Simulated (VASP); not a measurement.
# MgI2 (P-3m1) in VASP: a series of runs

Runs on MgI2. Level: PBE. Tasks: single point, relaxation of cell and atoms.

Everything below comes from runs of VASP 6.6.1. Logs are shortened: lines on timing, memory, paths and dates and some standing lists are left out, and cuts for length are marked.

## Step 1: The cell of the first run

It takes space group P-3m1 (No. 164, trigonal). Conventional cell: a = 4.208 Å, b = 4.208 Å, c = 7.874 Å, α = 90.00°, β = 90.00°, γ = 120.00°. Mg (site symmetry -3m) has 6 I at 2.95 Å within 3.9 Å. I (site symmetry 3m) has 3 Mg at 2.95 Å within 3.9 Å.

## Step 2: Single point, PBE

Contents of INCAR:

```
SYSTEM = MgI2
ALGO     = Normal         ! electronic algorithm
EDIFF    = 1E-6           ! SCF threshold, eV
ENCUT    = 520            ! plane-wave cutoff, eV
GGA      = PE             ! functional
ISIF     = 2              ! what is computed and relaxed
ISMEAR   = 0              ! smearing method
LASPH    = .TRUE.         ! aspherical terms in the spheres
LCHARG   = .FALSE.        ! write CHGCAR
LREAL    = .FALSE.        ! projectors in reciprocal space
LWAVE    = .FALSE.        ! write WAVECAR
NBANDS   = 15             ! bands
NELM     = 60             ! most SCF steps
PREC     = Accurate       ! precision mode
SIGMA    = 0.02           ! smearing width, eV
```

Contents of KPOINTS:

```
k-points
0
G
  6 6 4
  0 0 0
```

Contents of POSCAR:

```
MgI2
1.0
    4.2076325439      0.0000000000      0.0000000000
   -2.1038162719      3.6439166728      0.0000000000
    0.0000000000      0.0000000000      7.8738986883
Mg I
1 2
Direct
    0.0000000000      0.0000000000      0.0000000000
    0.3333333333      0.6666666667      0.7875517932
    0.6666666667      0.3333333333      0.2124482068
```

Potentials or basis: VASP PAW PBE potentials, release 64 (Mg, I).

The run is started by

```console
$ cat potpaw_PBE.64/Mg/POTCAR potpaw_PBE.64/I/POTCAR > POTCAR
$ mpirun -np 1 vasp_std > vasp.out
```

OUTCAR:

```text
SYSTEM = MgI2
   EDIFF = 1E-6
   ENCUT = 520
   GGA = PE
   ISIF = 2
   ISMEAR = 0
   LASPH = .TRUE.
   LREAL = .FALSE.
   NELM = 60
   PREC = Accurate

 ion  position               nearest neighbor table
   1  0.000  0.000  0.000-   2 2.95   3 2.95   2 2.95   3 2.95   3 2.95   2 2.95
   2  0.333  0.667  0.788-   1 2.95   1 2.95   1 2.95
   3  0.667  0.333  0.212-   1 2.95   1 2.95   1 2.95

  LATTYP: Found a hexagonal cell.
 ALAT       =     4.2076325439
 C/A-ratio  =     1.8713370538

  Lattice vectors:

 A1 = (   4.2076325439,   0.0000000000,   0.0000000000)
 A2 = (  -2.1038162719,   3.6439166728,   0.0000000000)
 A3 = (   0.0000000000,   0.0000000000,   7.8738986883)

Analysis of symmetry for initial positions (statically):
=====================================================================
 Subroutine PRICEL returns:
 Original cell was already a primitive cell.

 Routine SETGRP: Setting up the symmetry group for a
 hexagonal supercell.

 Subroutine GETGRP returns: Found 12 space group operations
 (whereof 12 operations were pure point group operations)
 out of a pool of 24 trial point group operations.

The static configuration has the point symmetry D_3d.

Analysis of symmetry for dynamics (positions and initial velocities):
=====================================================================
 Subroutine PRICEL returns:
 Original cell was already a primitive cell.

 Routine SETGRP: Setting up the symmetry group for a
 hexagonal supercell.

 Subroutine GETGRP returns: Found 12 space group operations
 (whereof 12 operations were pure point group operations)
 out of a pool of 24 trial point group operations.

The dynamic configuration has the point symmetry D_3d.

 Subroutine INISYM returns: Found 12 space group operations
 (whereof 12 operations are pure point group operations),
 and found     1 'primitive' translations

----------------------------------------------------------------------------------------

                                     Primitive cell

  volume of cell :     120.7247

  direct lattice vectors                    reciprocal lattice vectors
     4.207632544  0.000000000  0.000000000     0.237663339  0.137214993  0.000000000
    -2.103816272  3.643916673  0.000000000     0.000000000  0.274429986  0.000000000
     0.000000000  0.000000000  7.873898688     0.000000000  0.000000000  0.127001888

  length of vectors
     4.207632544  4.207632544  7.873898688     0.274429986  0.274429986  0.127001888

  position of ions in fractional coordinates (direct lattice)
     0.000000000  0.000000000  0.000000000
     0.333333333  0.666666667  0.787551793
     0.666666667  0.333333333  0.212448207

  ion indices of the primitive-cell ions
   primitive index   ion index
                 1           1
                 2           2
                 3           3

----------------------------------------------------------------------------------------

 KPOINTS: k-points

Automatic generation of k-mesh.
 Grid dimensions read from file:
 generate k-points for:    6    6    4

 Generating k-lattice:

  Cartesian coordinates                     Fractional coordinates (reciprocal lattice)
     0.039610557  0.022869165  0.000000000     0.166666667  0.000000000  0.000000000
     0.000000000  0.045738331  0.000000000     0.000000000  0.166666667  0.000000000
     0.000000000  0.000000000  0.031750472     0.000000000  0.000000000  0.250000000

  Length of vectors
     0.045738331  0.045738331  0.031750472

  Shift w.r.t. Gamma in fractional coordinates (k-lattice)
     0.000000000  0.000000000  0.000000000

 Subroutine IBZKPT returns following result:
 ===========================================

 Found     24 irreducible k-points:

 Following reciprocal coordinates:
            Coordinates               Weight
  0.000000  0.000000  0.000000      1.000000
  0.166667  0.000000  0.000000      6.000000
  0.333333 -0.000000  0.000000      6.000000
  0.500000  0.000000  0.000000      3.000000
  0.166667  0.166667  0.000000      6.000000
  0.333333  0.166667  0.000000     12.000000
[... 16 lines left out ...]
  0.333333  0.166667  0.500000     12.000000
  0.333333  0.333333  0.500000      2.000000
   k-points           NKPTS =     24   k-points in BZ     NKDIM =     24   number of bands    NBANDS=     15
   number of dos      NEDOS =    301   number of ions     NIONS =      3
   total plane-waves  NPLWV =  61440
   dimension x,y,z NGX =    32 NGY =   32 NGZ =   60
   dimension x,y,z NGXF=    64 NGYF=   64 NGZF=  120
   ions per type =               1   2
   NGX,Y,Z   is equivalent  to a cutoff of  12.64, 12.64, 12.67 a.u.
   NGXF,Y,Z  is equivalent  to a cutoff of  25.29, 25.29, 25.34 a.u.
 SYSTEM =  MgI2
   PREC   = accura    normal or accurate (medium, high low for compatibility)
   ISTART =      0    job   : 0-new  1-cont  2-samecut
   ICHARG =      2    charge: 1-file 2-atom 10-const
   ISPIN  =      1    spin polarized calculation?
   LNONCOLLINEAR =      F non collinear calculations
   LSORBIT =      F    spin-orbit coupling
   LASPH  =      T    aspherical Exc in radial PAW
   ENCUT  =  520.0 eV  38.22 Ry    6.18 a.u.   7.82  7.82 14.64*2*pi/ulx,y,z
   NELM   =     60;   NELMIN=  2; NELMDL= -5     # of ELM steps
   EDIFF  = 0.1E-05   stopping-criterion for ELM
   LREAL  =      F    real-space projection
   EDIFFG = 0.1E-04   stopping-criterion for IOM
   NSW    =      0    number of steps for IOM
   IBRION =     -1    ionic relax: 0-MD 1-quasi-New 2-CG
   NFREE  =      0    steps in history (QN), initial steepest desc. (CG)
   ISIF   =      2    stress and relaxation
   ISYM   =      2    0-nonsym 1-usesym 2-fastsym
   POTIM  = 0.5000    time-step for ionic-motion
   TEBEG  =    0.0;   TEEND  =   0.0 temperature during run
   PSTRESS=    0.0 pullay stress
   NELECT =      16.0000    total number of electrons
   NUPDOWN=      -1.0000    fix difference up-down
   EMIN   =  10.00;   EMAX   =-10.00  energy-range for DOS
   EFERMI =   0.00;   METHOD = LEGACY
   ISMEAR =     0;   SIGMA  =   0.02  broadening in eV -4-tet -1-fermi 0-gaus
   EFERMI_NEDOS =   21; number of points for ismear=-14 and -15
   IALGO  =     38    algorithm
   IMIX   =      4    mixing-type and parameters
     AMIX     =   0.40;   BMIX     =  1.00
     AMIX_MAG =   1.60;   BMIX_MAG =  1.00
  volume/ion in A,a.u.               =      40.24       271.56
  Fermi-wavevector in a.u.,A,eV,Ry     =   0.834673  1.577302  9.478884  0.696678
  Thomas-Fermi vector in A             =   1.948103
   LORBIT       =      0    0 simple, 1 ext, 2 COOP (PROOUT), +10 PAW based schemes
   GGA     = PE    functional components
   LHFCALC =     F    Hartree Fock is set to
   AEXX    =    0.0000 exact exchange contribution
   IVDW    =     0    specifies the selected vdW correction
   LEPSILON=     F    determine dielectric tensor
   LRPA    =     F    only Hartree local field effects (RPA)
 non-spin polarized calculation
 Gauss-broadening in eV      SIGMA  =   0.02
  energy-cutoff  :      520.00
  volume of cell :      120.72
 maximum number of plane-waves:      3300
 NGX is ok and might be reduce to    32
   NGX = 15   NGY = 15   NGZ = 29

 number of electron      16.0000000 magnetization

 Free energy of the ion-electron system (eV)
  ---------------------------------------------------
  ext. energy  EPLUGINS =         0.00000000
  ---------------------------------------------------
  free energy    TOTEN  =        -7.73887873 eV

  energy without entropy =       -7.73887873  energy(sigma->0) =       -7.73887873

 E-fermi :   1.0065     XC(G=0):  -7.3938

 val. band max:        0.8623937489   @ k =   0.0000   0.0000   0.0000
 cond. band min:       4.4726232723   @ k =   0.5000   0.0000   0.5000
 fundamental gap:      3.6102295234
 Fermi energy:         1.0064881558

 k-point     1 :       0.0000    0.0000    0.0000
  band No.  band energies     occupation
      1     -10.8839      2.00000
      2     -10.3522      2.00000
      3      -2.1176      2.00000
      4       0.5651      2.00000
      5       0.5789      2.00000
      6       0.5789      2.00000
      7       0.8624      2.00000
      8       0.8624      2.00000
      9       4.5747      0.00000
     10       5.7620      0.00000
     11       7.5554      0.00000
     12       7.5554      0.00000
     13       7.7615      0.00000
     14       9.0133      0.00000
     15       9.0133      0.00000

 k-point     2 :       0.1667    0.0000    0.0000
  band No.  band energies     occupation
      1     -10.7586      2.00000
      2     -10.2816      2.00000
      3      -1.9924      2.00000
      4      -0.3732      2.00000
      5       0.1124      2.00000
      6       0.2966      2.00000
      7       0.5974      2.00000
      8       0.7964      2.00000
      9       5.3417      0.00000
     10       6.2898      0.00000
     11       7.0498      0.00000
     12       7.9607      0.00000
     13       8.0443      0.00000
     14       8.8824      0.00000
     15       9.3159      0.00000

 k-point     3 :       0.3333   -0.0000    0.0000
  band No.  band energies     occupation
      1     -10.4655      2.00000
      2     -10.1506      2.00000
      3      -2.0797      2.00000
      4      -1.4795      2.00000
      5      -0.6340      2.00000
      6      -0.1094      2.00000
      7       0.4521      2.00000
      8       0.5822      2.00000
      9       4.9434      0.00000
     10       6.3478      0.00000
     11       7.0507      0.00000
     12       8.1704      0.00000
     13       8.2131      0.00000
     14       8.8389      0.00000
     15       9.7942      0.00000
[... 343 lines left out ...]
 k-point    23 :       0.3333    0.1667    0.5000
  band No.  band energies     occupation
      1     -10.2723      2.00000
      2     -10.1152      2.00000
      3      -2.2691      2.00000
      4      -1.6838      2.00000
      5      -0.8534      2.00000
      6      -0.4227      2.00000
      7       0.1337      2.00000
      8       0.3874      2.00000
      9       5.1477      0.00000
     10       6.6703      0.00000
     11       7.2846      0.00000
     12       7.7539      0.00000
     13       7.9483      0.00000
     14       9.4096      0.00000
     15       9.9059      0.00000

 k-point    24 :       0.3333    0.3333    0.5000
  band No.  band energies     occupation
      1     -10.1342      2.00000
      2     -10.1342      2.00000
      3      -2.1245      2.00000
      4      -1.4867      2.00000
      5      -1.4867      2.00000
      6      -0.9707      2.00000
      7       0.2662      2.00000
      8       0.2662      2.00000
      9       5.4482      0.00000
     10       6.9806      0.00000
     11       6.9806      0.00000
     12       8.4849      0.00000
     13       9.1873      0.00000
     14       9.2294      0.00000
     15       9.5495      0.00000

------------------------ aborting loop because EDIFF is reached ----------------------------------------

  FORCE on cell =-STRESS in cart. coord.  units (eV):
  Direction    XX          YY          ZZ          XY          YZ          ZX
  --------------------------------------------------------------------------------------
  -------------------------------------------------------------------------------------
  Total       -0.0416870     -0.0416870     -0.0345150     -0.0000000     -0.0000000      0.0000000
  in kB       -0.5532427     -0.5532427     -0.4580601     -0.0000000     -0.0000000      0.0000000
  external PRESSURE =      -0.5215151 kB  Pullay stress =       0.0000000 kB

 VOLUME and BASIS-vectors are now :
 -----------------------------------------------------------------------------
  energy-cutoff  :      520.00
  volume of cell :      120.72
      direct lattice vectors                 reciprocal lattice vectors
     4.207632544  0.000000000  0.000000000     0.237663339  0.137214993  0.000000000
    -2.103816272  3.643916673  0.000000000     0.000000000  0.274429986  0.000000000
     0.000000000  0.000000000  7.873898688     0.000000000  0.000000000  0.127001888

 POSITION                                       TOTAL-FORCE (eV/Angst)
 -----------------------------------------------------------------------------------
      0.00000      0.00000      0.00000         0.000000      0.000000      0.000000
     -0.00000      2.42928      6.20110        -0.000000      0.000000      0.009712
      2.10382      1.21464      1.67280        -0.000000     -0.000000     -0.009712
 -----------------------------------------------------------------------------------
    total drift:                                0.000000     -0.000000      0.000000

  FREE ENERGIE OF THE ION-ELECTRON SYSTEM (eV)
  ---------------------------------------------------
  free  energy   TOTEN  =        -7.7388787285 eV

  energy  without entropy=       -7.7388787285  energy(sigma->0) =       -7.73887873
```

It took 24 s on 1 thread of Intel Xeon Platinum 8375C at 2.90GHz (Ice Lake), shared host; peak memory 0.25 GiB.

What came out:

- Free energy: -7.7389 eV
- Pressure: -0.1 GPa
- Largest force: 0.010 eV/Å
- Band gap on the k mesh: 3.61 eV, indirect (least direct gap 3.71 eV)

Forces on the atoms (eV/Å):
```
Mg   0.000  0.000  0.000
I    0.000  0.000  0.010
I    0.000  0.000 -0.010
```

Levels at points of the mesh, in eV from the valence-band top:
```
           k point  band 4  band 5  band 6  band 7  band 8  band 9  band 10  band 11  band 12  band 13
(0.00, 0.00, 0.00)   -0.30   -0.28   -0.28    0.00    0.00    3.71     4.90     6.69     6.69     6.90
(0.50, 0.00, 0.00)   -2.68   -1.37   -1.14   -0.63   -0.39    3.66     5.45     5.79     7.28     7.41
(0.00, 0.00, 0.50)   -0.83   -0.27   -0.27   -0.02   -0.02    4.34     4.89     6.65     6.65     7.10
(0.50, 0.00, 0.50)   -2.76   -1.17   -1.11   -0.63   -0.43    3.61     5.44     5.76     6.32     7.53
```

Caveat: spin-orbit coupling is left out, which moves the levels of the heavy elements; this functional lacks dispersion, which binds the layers, so the pressure and a relaxed spacing across them are unreliable.

(Continued in part 2 of 2.)
